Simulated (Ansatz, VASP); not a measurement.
# One calculation of Mo, two programs

```
Mo
1.0
    -1.57100    1.57100    1.41390
     1.57100   -1.57100    1.41390
     1.57100    1.57100   -1.41390
Mo
1
Direct
  0.00000 0.00000 0.00000
```

Change from the starting cell: strain -0.1000 x Voigt [0, 0, 1, 0, 0, 0], atoms carried along.

Alike in both runs: task single point; functional LDA; k mesh 22 × 22 × 22; occupations gaussian, width 0.15 eV; no spin polarisation.

```csv
,VASP,Ansatz
version,VASP 6.6.1,Ansatz 0.2.0
potentials or method,"VASP PAW LDA potentials, release 64 (Mo_sv), cutoff 520 eV","scalar-relativistic, plane waves, PAW"
valence electrons in the cell,14,14
```

```csv
,VASP,Ansatz,Ansatz less VASP
gap on the k mesh at the Fermi level (eV),none,none,-
pressure (GPa),29.1,27.5,-1.59
"traceless stress, the component that is largest in VASP (GPa)",25.28,25.32,+0.040
```

LDA's correlation is that of Perdew and Zunger in VASP and of Perdew and Wang (1992) in Ansatz. A gap of «none» marks a metal or a gap that the smearing closes.
